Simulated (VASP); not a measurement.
**W4S: single point with PBE**

The system is W4S, a slab with vacuum.

```
W S
1.0
     3.18370    0.00000    0.00000
     0.00000    3.18370    0.00000
     0.00000    0.00000   20.14258
W S
4 1
Direct
  0.50000 0.50000 0.19858
  0.00000 0.00000 0.27761
  0.50000 0.50000 0.35995
  0.00000 0.00000 0.42907
  0.25000 0.50000 0.50848
```

```yaml
Program: VASP 6.6.1
Task: single point
Functional: PBE
Potentials_or_basis: VASP PAW PBE potentials, release 64 (W_sv, S)
Cutoff: 520 eV
k_mesh: 8 × 8 × 1
Occupations: gaussian, width 0.1 eV
Spin: no spin polarisation
```

* Largest force: 2.109 eV/Å
* Band gap on the k mesh: zero (bands 31 and 32 overlap by 0.98 eV)

Forces in eV/Å, atoms in the order of the input:
```
W   -0.099  0.000  2.107
W    0.167  0.000 -1.961
W   -0.608  0.000 -2.020
W    0.381  0.000  1.871
S    0.159  0.000  0.004
```

Levels at points of the mesh, in eV from the Fermi level:
```csv
k point,band 27,band 28,band 29,band 30,band 31,band 32,band 33,band 34,band 35,band 36
"(0.00, 0.00, 0.00)",-0.93,-0.88,-0.84,-0.32,-0.24,0.04,0.05,0.67,0.92,1.54
"(0.50, 0.00, 0.00)",-1.75,-1.40,-0.85,-0.37,0.11,0.42,0.59,1.07,1.64,2.14
"(0.00, 0.50, 0.00)",-1.79,-1.09,-0.85,-0.67,-0.28,0.38,1.04,1.28,1.87,2.44
"(0.50, 0.50, 0.00)",-2.39,-1.22,-1.06,-0.07,0.78,1.94,2.08,2.09,2.49,2.57
```

Run time: 4.5 min on 1 thread of Intel(R) Xeon(R) Platinum 8259CL CPU @ 2.50GHz (Skylake/Cascade Lake), with other jobs on the host, peak memory 0.37 GiB.

Caveat: spin-orbit coupling is left out, which moves the levels of the heavy elements.
